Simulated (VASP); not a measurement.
# SrTiO3 (P4mm) in VASP: single point with PBE0

Aim: the single point of SrTiO3 with PBE0.

Everything below comes from runs of VASP 6.6.1. Logs are shortened: lines on timing, memory, paths and dates and some standing lists are left out, and cuts for length are marked.

**1. The cell of the first run**

Symmetry: P4mm, No. 99, tetragonal system. The conventional cell has a = 3.904 Å, b = 3.904 Å, c = 3.923 Å, α = 90.00°, β = 90.00°, γ = 90.00°. Within 3.6 Å of Sr (site symmetry 4mm) lie 12 O at 2.72 to 2.81 Å and 8 Ti at 3.38 to 3.39 Å. Ti (site symmetry 4mm) has 6 O at 1.88 to 2.04 Å within 2.5 Å. Within 2.6 Å of O (site symmetry 2mm) lie 2 Ti at 1.95 Å. Within 2.5 Å of O (site symmetry 4mm) lie 2 Ti at 1.88 to 2.04 Å.

**2. Single point, PBE0**

Input file POSCAR:

```
SrTiO3
1.0
    3.9035451601      0.0000000000      0.0000000000
    0.0000000000      3.9035451601      0.0000000000
    0.0000000000      0.0000000000      3.9231806804
Sr Ti O
1 1 3
Direct
    0.5000000000      0.5000000000      0.5813666738
    0.0000000000      0.0000000000      0.0850163725
    0.0000000000      0.5000000000      0.0645584601
    0.5000000000      0.0000000000      0.0645584601
    0.0000000000      0.0000000000      0.5644970234
```

Input file INCAR.step1:

```
PREC = Accurate ; ENCUT = 520
EDIFF = 1E-5 ; ISMEAR = 0
SIGMA = 0.01 ; LREAL = F
LASPH = T ; NELM = 100
ALGO = Normal ; ISIF = 2
LWAVE = T ; LCHARG = F
GGA = PE ; NBANDS = 28
KPAR = 4
```

Input file INCAR.step2:

```
PREC = Accurate ; ENCUT = 520
EDIFF = 1E-6 ; ISMEAR = 0
SIGMA = 0.01 ; LREAL = F
LASPH = T ; NELM = 100
ALGO = Normal ; ISIF = 2
LWAVE = F ; LCHARG = F
GGA = PE ; LHFCALC = T
AEXX = 0.25 ; PRECFOCK = Fast
ISTART = 1 ; NBANDS = 28
KPAR = 4
```

Input file KPOINTS:

```
Automatic mesh
0
Gamma
  4 4 4
```

Potentials or basis: VASP PAW PBE potentials, release 64 (Sr_sv, Ti_sv, O).

Run with:

```
> cat potpaw_PBE.64/Sr_sv/POTCAR potpaw_PBE.64/Ti_sv/POTCAR potpaw_PBE.64/O/POTCAR > POTCAR
> cp INCAR.step1 INCAR
> mpirun -np 4 vasp_std > vasp.out
> cp INCAR.step2 INCAR
> mpirun -np 4 vasp_std > vasp.out
```

OUTCAR:

```text
PREC = Accurate
   ENCUT = 520
   EDIFF = 1E-6
   ISMEAR = 0
   LREAL = F
   LASPH = T
   NELM = 100
   ISIF = 2
   GGA = PE
   LHFCALC = T
   AEXX = 0.25
   PRECFOCK = Fast
   ISTART = 1

 ion  position               nearest neighbor table
   1  0.500  0.500  0.581-   3 2.72   4 2.72   4 2.72   3 2.72   5 2.76   5 2.76   5 2.76   5 2.76
                             3 2.81   4 2.81   3 2.81   4 2.81   2 3.38   2 3.38   2 3.38   2 3.38
   2  0.000  0.000  0.085-   5 1.88   4 1.95   3 1.95   3 1.95   4 1.95   5 2.04   1 3.38   1 3.38
                             1 3.38   1 3.38   1 3.39   1 3.39   1 3.39   1 3.39
   3  0.000  0.500  0.065-   2 1.95   2 1.95   1 2.72   1 2.72   1 2.81   1 2.81
   4  0.500  0.000  0.065-   2 1.95   2 1.95   1 2.72   1 2.72   1 2.81   1 2.81
   5  0.000  0.000  0.564-   2 1.88   2 2.04   1 2.76   1 2.76   1 2.76   1 2.76

  LATTYP: Found a simple tetragonal cell.
 ALAT       =     3.9035451601
 C/A-ratio  =     1.0050301763

  Lattice vectors:

 A1 = (   3.9035451601,   0.0000000000,   0.0000000000)
 A2 = (   0.0000000000,   3.9035451601,   0.0000000000)
 A3 = (   0.0000000000,   0.0000000000,   3.9231806804)

Analysis of symmetry for initial positions (statically):
=====================================================================
 Subroutine PRICEL returns:
 Original cell was already a primitive cell.

 Routine SETGRP: Setting up the symmetry group for a
 simple tetragonal supercell.

 Subroutine GETGRP returns: Found  8 space group operations
 (whereof  8 operations were pure point group operations)
 out of a pool of 16 trial point group operations.

The static configuration has the point symmetry C_4v.

Analysis of symmetry for dynamics (positions and initial velocities):
=====================================================================
 Subroutine PRICEL returns:
 Original cell was already a primitive cell.

 Routine SETGRP: Setting up the symmetry group for a
 simple tetragonal supercell.

 Subroutine GETGRP returns: Found  8 space group operations
 (whereof  8 operations were pure point group operations)
 out of a pool of 16 trial point group operations.

The dynamic configuration has the point symmetry C_4v.

 Subroutine INISYM returns: Found  8 space group operations
 (whereof  8 operations are pure point group operations),
 and found     1 'primitive' translations

----------------------------------------------------------------------------------------

                                     Primitive cell

  volume of cell :      59.7801

  direct lattice vectors                    reciprocal lattice vectors
     3.903545160  0.000000000  0.000000000     0.256177387  0.000000000  0.000000000
     0.000000000  3.903545160  0.000000000     0.000000000  0.256177387  0.000000000
     0.000000000  0.000000000  3.923180680     0.000000000  0.000000000  0.254895219

  length of vectors
     3.903545160  3.903545160  3.923180680     0.256177387  0.256177387  0.254895219

  position of ions in fractional coordinates (direct lattice)
     0.500000000  0.500000000  0.581366674
     0.000000000  0.000000000  0.085016373
     0.000000000  0.500000000  0.064558460
     0.500000000  0.000000000  0.064558460
     0.000000000  0.000000000  0.564497023

  ion indices of the primitive-cell ions
   primitive index   ion index
                 1           1
                 2           2
                 3           3
                 4           4
                 5           5

----------------------------------------------------------------------------------------

 KPOINTS: Automatic mesh

Automatic generation of k-mesh.
 Grid dimensions read from file:
 generate k-points for:    4    4    4

 Generating k-lattice:

  Cartesian coordinates                     Fractional coordinates (reciprocal lattice)
     0.064044347  0.000000000  0.000000000     0.250000000  0.000000000  0.000000000
     0.000000000  0.064044347  0.000000000     0.000000000  0.250000000  0.000000000
     0.000000000  0.000000000  0.063723805     0.000000000  0.000000000  0.250000000

  Length of vectors
     0.064044347  0.064044347  0.063723805

  Shift w.r.t. Gamma in fractional coordinates (k-lattice)
     0.000000000  0.000000000  0.000000000

 Subroutine IBZKPT returns following result:
 ===========================================

 Found     18 irreducible k-points:

 Following reciprocal coordinates:
            Coordinates               Weight
  0.000000  0.000000  0.000000      1.000000
  0.250000  0.000000  0.000000      4.000000
  0.500000  0.000000  0.000000      2.000000
  0.250000  0.250000  0.000000      4.000000
  0.500000  0.250000  0.000000      4.000000
  0.500000  0.500000  0.000000      1.000000
[... 10 lines left out ...]
  0.500000  0.250000  0.500000      4.000000
  0.500000  0.500000  0.500000      1.000000
   k-points           NKPTS =     18   k-points in BZ     NKDIM =     64   number of bands    NBANDS=     28
   number of dos      NEDOS =    301   number of ions     NIONS =      5
   total plane-waves  NPLWV =  27000
   dimension x,y,z NGX =    30 NGY =   30 NGZ =   30
   dimension x,y,z NGXF=    60 NGYF=   60 NGZF=   60
   ions per type =               1   1   3
   NGX,Y,Z   is equivalent  to a cutoff of  12.78, 12.78, 12.71 a.u.
   NGXF,Y,Z  is equivalent  to a cutoff of  25.55, 25.55, 25.43 a.u.
 SYSTEM =  unknown system
   PREC   = accura    normal or accurate (medium, high low for compatibility)
   ISTART =      1    job   : 0-new  1-cont  2-samecut
   ICHARG =      0    charge: 1-file 2-atom 10-const
   ISPIN  =      1    spin polarized calculation?
   LNONCOLLINEAR =      F non collinear calculations
   LSORBIT =      F    spin-orbit coupling
   LASPH  =      T    aspherical Exc in radial PAW
   ENCUT  =  520.0 eV  38.22 Ry    6.18 a.u.   7.26  7.26  7.29*2*pi/ulx,y,z
   NELM   =    100;   NELMIN=  2; NELMDL=  0     # of ELM steps
   EDIFF  = 0.1E-05   stopping-criterion for ELM
   LREAL  =      F    real-space projection
   EDIFFG = 0.1E-04   stopping-criterion for IOM
   NSW    =      0    number of steps for IOM
   IBRION =     -1    ionic relax: 0-MD 1-quasi-New 2-CG
   NFREE  =      0    steps in history (QN), initial steepest desc. (CG)
   ISIF   =      2    stress and relaxation
   ISYM   =      3    0-nonsym 1-usesym 2-fastsym
   POTIM  = 0.5000    time-step for ionic-motion
   TEBEG  =    0.0;   TEEND  =   0.0 temperature during run
   PSTRESS=    0.0 pullay stress
   NELECT =      40.0000    total number of electrons
   NUPDOWN=      -1.0000    fix difference up-down
   EMIN   =  10.00;   EMAX   =-10.00  energy-range for DOS
   EFERMI =   0.00;   METHOD = LEGACY
   ISMEAR =     0;   SIGMA  =   0.01  broadening in eV -4-tet -1-fermi 0-gaus
   EFERMI_NEDOS =   21; number of points for ismear=-14 and -15
   IALGO  =     38    algorithm
   IMIX   =      1    mixing-type and parameters
     AMIX     =   0.40;   BMIX     =  1.00
     AMIX_MAG =   1.60;   BMIX_MAG =  1.00
  volume/ion in A,a.u.               =      11.96        80.68
  Fermi-wavevector in a.u.,A,eV,Ry     =   1.431889  2.705877 27.896095  2.050305
  Thomas-Fermi vector in A             =   2.551576
   LORBIT       =      0    0 simple, 1 ext, 2 COOP (PROOUT), +10 PAW based schemes
   GGA     = PE    functional components
   LHFCALC =     T    Hartree Fock is set to
   PRECFOCK=fast      Normal, Fast or Accurate (Low or Medium for compatibility)
   ENCUT4O =  -1.0   cutoff for four orbital integrals eV
   NKREDX  =     1    reduce k-point grid by
   NKREDY  =     1    reduce k-point grid by
   NKREDZ  =     1    reduce k-point grid by
   AEXX    =    0.2500 exact exchange contribution
   HFSCREEN=    0.0000 screening length (either q_TF or 0.3 A-1)
   HFSCREENC=   0.0000 screening length for correlation (either q_TF or 0.3 A-1)
   ENCUTFOCK=  -1.0 apply spherical cutoff to Coloumb kernel
   IVDW    =     0    specifies the selected vdW correction
   LEPSILON=     F    determine dielectric tensor
   LRPA    =     F    only Hartree local field effects (RPA)
 non-spin polarized calculation
 Gauss-broadening in eV      SIGMA  =   0.01
  energy-cutoff  :      520.00
  volume of cell :       59.78
 maximum number of plane-waves:      1628
 NGX is ok and might be reduce to    30
  NGX = 16; NGY = 16; NGZ = 16

 number of electron      40.0000003 magnetization

 Free energy of the ion-electron system (eV)
  ---------------------------------------------------
  ext. energy  EPLUGINS =         0.00000000
  ---------------------------------------------------
  free energy    TOTEN  =       -51.37548490 eV

  energy without entropy =      -51.37548490  energy(sigma->0) =      -51.37548490

 E-fermi :   2.8850     XC(G=0):  -8.8450

 val. band max:        2.7304065225   @ k =   0.5000   0.5000   0.5000
 cond. band min:       6.8093938032   @ k =   0.0000   0.0000   0.0000
 fundamental gap:      4.0789872807
 Fermi energy:         2.8849607177

 k-point     1 :       0.0000    0.0000    0.0000
  band No.  band energies     occupation
      1     -58.1417      2.00000
      2     -32.7318      2.00000
      3     -32.7133      2.00000
      4     -32.7133      2.00000
      5     -32.0051      2.00000
      6     -16.4134      2.00000
[... 20 lines left out ...]
     27      10.5300      0.00000
     28      11.2430      0.00000

 k-point     2 :       0.2500    0.0000    0.0000
  band No.  band energies     occupation
      1     -58.1410      2.00000
      2     -32.7590      2.00000
      3     -32.7295      2.00000
      4     -32.7110      2.00000
      5     -31.9827      2.00000
      6     -16.4252      2.00000
[... 20 lines left out ...]
     27      11.5152      0.00000
     28      12.6870      0.00000

 k-point     3 :       0.5000    0.0000    0.0000
  band No.  band energies     occupation
      1     -58.1403      2.00000
      2     -32.8032      2.00000
      3     -32.7272      2.00000
      4     -32.7087      2.00000
      5     -31.9617      2.00000
      6     -16.5303      2.00000
[... 20 lines left out ...]
     27      12.6530      0.00000
     28      13.2991      0.00000

 k-point     4 :       0.2500    0.2500    0.0000
  band No.  band energies     occupation
      1     -58.1403      2.00000
      2     -32.7566      2.00000
      3     -32.7480      2.00000
      4     -32.7271      2.00000
      5     -31.9710      2.00000
      6     -16.2571      2.00000
[... 20 lines left out ...]
     27      12.4484      0.00000
     28      13.1630      0.00000

 k-point     5 :       0.5000    0.2500    0.0000
  band No.  band energies     occupation
      1     -58.1396      2.00000
      2     -32.7930      2.00000
      3     -32.7457      2.00000
      4     -32.7248      2.00000
      5     -31.9599      2.00000
      6     -16.1975      2.00000
[... 20 lines left out ...]
     27      13.6818      0.00000
     28      13.7589      0.00000

 k-point     6 :       0.5000    0.5000    0.0000
  band No.  band energies     occupation
      1     -58.1388      2.00000
      2     -32.7827      2.00000
      3     -32.7827      2.00000
      4     -32.7226      2.00000
      5     -31.9580      2.00000
      6     -15.7288      2.00000
[... 277 lines left out ...]
      5     -31.9592      2.00000
      6     -15.7239      2.00000
[... 20 lines left out ...]
     27      13.6865      0.00000
     28      14.9806      0.00000

 k-point    16 :       0.2500    0.2500    0.5000
  band No.  band energies     occupation
      1     -58.1390      2.00000
      2     -32.8008      2.00000
      3     -32.7437      2.00000
      4     -32.7432      2.00000
      5     -31.9551      2.00000
      6     -15.8511      2.00000
[... 20 lines left out ...]
     27      13.5621      0.00000
     28      13.6139      0.00000

 k-point    17 :       0.5000    0.2500    0.5000
  band No.  band energies     occupation
      1     -58.1382      2.00000
      2     -32.7943      2.00000
      3     -32.7803      2.00000
      4     -32.7409      2.00000
      5     -31.9491      2.00000
      6     -15.3707      2.00000
[... 20 lines left out ...]
     27      13.3127      0.00000
     28      13.8264      0.00000

 k-point    18 :       0.5000    0.5000    0.5000
  band No.  band energies     occupation
      1     -58.1375      2.00000
      2     -32.7916      2.00000
      3     -32.7776      2.00000
      4     -32.7776      2.00000
      5     -31.9389      2.00000
      6     -15.0036      2.00000
[... 20 lines left out ...]
     27      13.7415      0.00000
     28      13.7712      0.00000

------------------------ aborting loop because EDIFF is reached ----------------------------------------

  FORCE on cell =-STRESS in cart. coord.  units (eV):
  Direction    XX          YY          ZZ          XY          YZ          ZX
  --------------------------------------------------------------------------------------
  -------------------------------------------------------------------------------------
  Total       -0.4846695     -0.4846695     -0.4940566      0.0000000      0.0000000      0.0000000
  in kB      -12.9897132    -12.9897132    -13.2412971      0.0000000      0.0000000      0.0000000
  external PRESSURE =     -13.0735745 kB  Pullay stress =       0.0000000 kB

 VOLUME and BASIS-vectors are now :
 -----------------------------------------------------------------------------
  energy-cutoff  :      520.00
  volume of cell :       59.78
      direct lattice vectors                 reciprocal lattice vectors
     3.903545160  0.000000000  0.000000000     0.256177387  0.000000000  0.000000000
     0.000000000  3.903545160  0.000000000     0.000000000  0.256177387  0.000000000
     0.000000000  0.000000000  3.923180680     0.000000000  0.000000000  0.254895219

 POSITION                                       TOTAL-FORCE (eV/Angst)
 -----------------------------------------------------------------------------------
      1.95177      1.95177      2.28081         0.000000      0.000000      0.008098
      0.00000      0.00000      0.33353         0.000000      0.000000      0.098715
      0.00000      1.95177      0.25327        -0.000000      0.000000     -0.002172
      1.95177      0.00000      0.25327         0.000000     -0.000000     -0.002172
      0.00000      0.00000      2.21462         0.000000      0.000000     -0.102470
 -----------------------------------------------------------------------------------
    total drift:                               -0.000000     -0.000000     -0.001541

  FREE ENERGIE OF THE ION-ELECTRON SYSTEM (eV)
  ---------------------------------------------------
  free  energy   TOTEN  =       -51.3754849028 eV

  energy  without entropy=      -51.3754849028  energy(sigma->0) =      -51.37548490
```

Wall time 23 min (4 MPI ranks of Oxide Virtual Turin-like, shared host); peak memory 0.18 GiB.

Results:

```yaml
Free_energy: -51.3755 eV
Pressure: -1.3 GPa
Largest_force: 0.102 eV/Å
Band_gap_on_the_k_mesh: 4.08 eV (least direct gap 4.54 eV)
```

Forces in eV/Å, atoms in the order of the input:
```
Sr   0.000  0.000  0.008
Ti   0.000  0.000  0.099
O    0.000  0.000 -0.002
O    0.000  0.000 -0.002
O    0.000  0.000 -0.102
```

Levels at points of the mesh, in eV from the valence-band top:
```tsv
k point	band 16	band 17	band 18	band 19	band 20	band 21	band 22	band 23	band 24	band 25
(0.00, 0.00, 0.00)	-1.33	-1.29	-0.48	-0.46	-0.46	4.08	4.20	4.20	6.52	6.55
(0.50, 0.00, 0.00)	-2.52	-2.47	-2.13	-0.94	-0.87	4.38	6.20	6.21	6.55	8.86
(0.50, 0.50, 0.00)	-3.08	-1.99	-1.75	-1.75	-0.09	6.23	6.23	6.79	7.48	10.45
(0.00, 0.00, 0.50)	-2.55	-2.55	-2.11	-0.79	-0.79	4.27	6.21	6.21	6.54	8.94
(0.50, 0.00, 0.50)	-3.04	-1.96	-1.73	-1.72	-0.14	6.22	6.23	6.75	7.60	10.42
(0.50, 0.50, 0.50)	-4.07	-4.07	-0.05	-0.05	0.00	6.99	6.99	7.01	9.34	9.39
```

Caveat: the PAW data sets were made with another functional, which shifts forces and pressure a little. A k mesh can miss the band edges.
